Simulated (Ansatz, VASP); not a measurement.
PbO2: VASP beside Ansatz

```
Pb O
1.0
    -2.11322    2.11322    5.37676
     2.11322   -2.11322    5.37676
     2.11322    2.11322   -5.37676
Pb O
2 4
Direct
  0.00000 0.00000 0.00000
  0.75000 0.25000 0.50000
  0.95200 0.45200 0.50000
  0.20200 0.20200 0.00000
  0.54800 0.04800 0.50000
  0.79800 0.79800 0.00000
```

Alike in both runs: functional r2SCAN; k mesh 12 × 12 × 12; occupations gaussian, width 0.01 eV; no spin polarisation.

Ansatz relaxed the structure, and its values are those at the end. VASP's run is a single point on that final structure, the one shown.

|  | VASP | Ansatz |
| --- | --- | --- |
| version | VASP 6.6.1 | Ansatz 0.2.0 |
| potentials or method | VASP PAW PBE potentials, release 64 (Pb_d, O), cutoff 520 eV | scalar-relativistic, plane waves, PAW |
| valence electrons in the cell | 52 | 52 |

VASP gave:

```
gap on the k mesh at the Fermi level (eV) : 0.16
least direct gap on the mesh (eV)         : 0.53
pressure (GPa)                            : 0.8
rms of the force components (eV/Å)        : 0.017
```

**Question.** Estimate Ansatz's values.

**Answer.** gap on the k mesh at the Fermi level (eV): 0.17; least direct gap on the mesh (eV): 0.55; pressure (GPa): 0.0; rms of the force components (eV/Å): 0.002.

VASP's potentials were made for PBE, not for r2SCAN.

Neither program's run includes spin-orbit coupling.
